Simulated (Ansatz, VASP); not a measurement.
BaTiO3: VASP beside Ansatz

File INCAR:

```
SYSTEM = BaTiO3
PREC = Accurate
ENCUT = 520
EDIFF = 1E-6
ISMEAR = -1
SIGMA = 0.02
LREAL = .FALSE.
LASPH = .TRUE.
NELM = 80
ALGO = Normal
ISIF = 2
LWAVE = .FALSE.
LCHARG = .TRUE.
GGA = PE
LELF = .TRUE.
LVHAR = .TRUE.
NBANDS = 28
```

File KPOINTS:

```
Automatic mesh
0
G
  6 6 6
  0 0 0
```

Contents of POSCAR:

```
BaTiO3
1.0
    3.9940965264      0.0000000000      0.0000000000
    0.0000000000      3.9940965264      0.0000000000
    0.0000000000      0.0000000000      3.9940965264
Ba Ti O
1 1 3
Direct
    0.0000000000      0.0000000000      0.0000000000
    0.5000000000      0.5000000000      0.5000000000
    0.5000000000      0.5000000000      0.0000000000
    0.5000000000      0.0000000000      0.5000000000
    0.0000000000      0.5000000000      0.5000000000
```

Input for Ansatz:

```yaml
crystal:
  lattice:
    - [3.9940965264, 0.0, 0.0]
    - [0.0, 3.9940965264, 0.0]
    - [0.0, 0.0, 3.9940965264]
  atoms:
    - { symbol: Ba, position: [0.0, 0.0, 0.0] }
    - { symbol: Ti, position: [0.5, 0.5, 0.5] }
    - { symbol: O, position: [0.5, 0.5, 0.0] }
    - { symbol: O, position: [0.5, 0.0, 0.5] }
    - { symbol: O, position: [0.0, 0.5, 0.5] }
kpoints:
  mp_grid: { grid: [6, 6, 6] }
  band_path:
    path:
      - [[0.0, 0.0, 0.0], [1.496188025303e-51, 0.5, -2.325111898042e-69], [0.5, 0.5, 4.821941411964e-35], [0.0, 0.0, 0.0], [0.5, 0.5, 0.5], [1.496188025303e-51, 0.5, -2.325111898042e-69]]
      - [[0.5, 0.5, 0.5], [0.5, 0.5, 4.821941411964e-35]]
    npoints: 10
hamiltonian:
  xc: pbe
scf:
  occupations: { method: fermi_dirac, width: 0.02 }
  n_extra_bands: 5
output:
  forces: true
  stress: true
  eigenvalues: true
```

Alike in both runs: task single point; functional PBE; k mesh 6 × 6 × 6; occupations fermi-dirac, width 0.02 eV; no spin polarisation.

|  | VASP | Ansatz |
| --- | --- | --- |
| version | VASP 6.6.1 | Ansatz 0.2.0 |
| potentials or method | VASP PAW PBE potentials, release 64 (Ba_sv, Ti_sv, O) | plane waves, PAW |
| plane-wave cutoff (eV) | 520 | 420 |
| valence electrons in the cell | 40 | 40 |

|  | VASP | Ansatz | Ansatz less VASP |
| --- | --- | --- | --- |
| gap on the k mesh at the Fermi level (eV) | 1.76 | 1.82 | +0.065 |
| pressure (GPa) | 5.0 | 3.2 | -1.82 |

Spin-orbit coupling is off throughout.
